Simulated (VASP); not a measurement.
Here is a VASP 6.6.1 calculation.

The input INCAR:

```
SYSTEM = Yb
PREC = Accurate ; ENCUT = 520
EDIFF = 1E-7 ; ISMEAR = -1
SIGMA = 0.1 ; LREAL = .FALSE.
LASPH = .TRUE. ; NELM = 100
ALGO = Normal ; ISIF = 2
LWAVE = .FALSE. ; LCHARG = .FALSE.
GGA = CA ; NBANDS = 18
```

Contents of KPOINTS:

```
regular mesh
0
G
  9 9 9
  0 0 0
```

POSCAR

```
Yb
1.0
    0.0000000000      2.4569516026      2.4569516026
    2.4569516026      0.0000000000      2.4569516026
    2.4569516026      2.4569516026      0.0000000000
Yb
1
Direct
    0.0000000000      0.0000000000      0.0000000000
```

Potentials or basis: VASP PAW PBE potentials, release 64 (Yb).

The run is started by

```sh
$ cat potpaw_PBE.64/Yb/POTCAR > POTCAR
$ mpirun -np 1 vasp_std > vasp.out
```

(1) What does it give for the pressure?

(2) Predict the band gap on the k mesh.

Answers

(1) -0.2 GPa.

(2) zero (bands 12 and 13 overlap by 0.13 eV).

Caveat: the PAW data sets were made with another functional, which shifts forces and pressure a little; spin-orbit coupling is left out, which moves the levels of the heavy elements.
